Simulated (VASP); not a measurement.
Input of a VASP 6.6.1 run:

INCAR

```
SYSTEM = LiSi4
ALGO = Normal
EDIFF = 1E-7
ENCUT = 520
GGA = PE
ISIF = 2
ISMEAR = 0
LASPH = .True.
LCHARG = .True.
LELF = .True.
LREAL = .False.
LVHAR = .True.
LWAVE = .False.
NBANDS = 18
NELM = 100
PREC = Accurate
SIGMA = 0.1
```

KPOINTS

```
k-points
0
Gamma
  10 10 10
  0 0 0
```

The input POSCAR:

```
LiSi4
1.0
    1.9120782641     -6.3880369502      0.0000000000
    1.9120782641      6.3880369502      0.0000000000
    0.0000000000      0.0000000000      3.8070327694
Li Si
1 4
Direct
    0.5000000000      0.5000000000      0.0000000000
    0.0892560611      0.9107439389      0.5000000000
    0.9107439389      0.0892560611      0.5000000000
    0.1937102215      0.8062897785      0.0000000000
    0.8062897785      0.1937102215      0.0000000000
```

Potentials or basis: VASP PAW PBE potentials, release 64 (Li_sv, Si).

Launch:

```console
$ cat potpaw_PBE.64/Li_sv/POTCAR potpaw_PBE.64/Si/POTCAR > POTCAR
$ mpirun -np 1 vasp_std > vasp.out
```

(1) Predict the largest force.

Results:

(1) 0.006 eV/Å.
